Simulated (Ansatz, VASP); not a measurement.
Two plane-wave programs on InSb

Contents of INCAR:

```
SYSTEM = InSb
ALGO     = Normal         ! electronic algorithm
EDIFF    = 1E-7           ! SCF threshold, eV
ENCUT    = 520            ! plane-wave cutoff, eV
ISIF     = 2              ! what is computed and relaxed
ISMEAR   = -1             ! smearing method
LASPH    = .True.         ! aspherical terms in the spheres
LCHARG   = .True.         ! write CHGCAR
LELF     = .True.         ! ELF
LREAL    = .False.        ! projectors in reciprocal space
LVHAR    = .True.       
LWAVE    = .False.        ! write WAVECAR
NBANDS   = 16             ! bands
NELM     = 100            ! most SCF steps
PREC     = Accurate       ! precision mode
SIGMA    = 0.02           ! smearing width, eV
```

KPOINTS

```
k-points
0
Gamma
  6 6 6
  0 0 0
```

Contents of POSCAR:

```
InSb
1.0
    0.0000000000      3.0422106271      3.0422106271
    3.0422106271      0.0000000000      3.0422106271
    3.0422106271      3.0422106271      0.0000000000
In Sb
1 1
Direct
    0.0000000000      0.0000000000      0.0000000000
    0.5000000000      0.5000000000      0.5000000000
```

Input for Ansatz:

```yaml
crystal:
  lattice:
    - [0.0, 3.0422106271, 3.0422106271]
    - [3.0422106271, 0.0, 3.0422106271]
    - [3.0422106271, 3.0422106271, 0.0]
  atoms:
    - { symbol: In, position: [0.0, 0.0, 0.0] }
    - { symbol: Sb, position: [0.5, 0.5, 0.5] }
kpoints:
  mp_grid: { grid: [6, 6, 6] }
hamiltonian:
  xc: lda
scf:
  occupations: { method: fermi_dirac, width: 0.02 }
  n_extra_bands: 4
output:
  forces: true
  stress: true
  eigenvalues: true
```

Alike in both runs: task single point; functional LDA; k mesh 6 × 6 × 6; occupations fermi-dirac, width 0.02 eV; no spin polarisation.

|  | VASP | Ansatz |
| --- | --- | --- |
| version | VASP 6.6.1 | Ansatz 0.2.0 |
| potentials or method | VASP PAW LDA potentials, release 64 (In_d, Sb) | plane waves |
| plane-wave cutoff (eV) | 520 | 420 |
| valence electrons in the cell | 18 | 28 |

```csv
,VASP,Ansatz,Ansatz less VASP
pressure (GPa),-2.7,-2.8,-0.10
```

LDA's correlation is that of Perdew and Zunger in VASP and of Perdew and Wang (1992) in Ansatz. VASP's potentials hold 18 valence electrons a cell and Ansatz's 28, so a difference there can come from the potentials and not from the codes.

Spin-orbit coupling is off throughout.
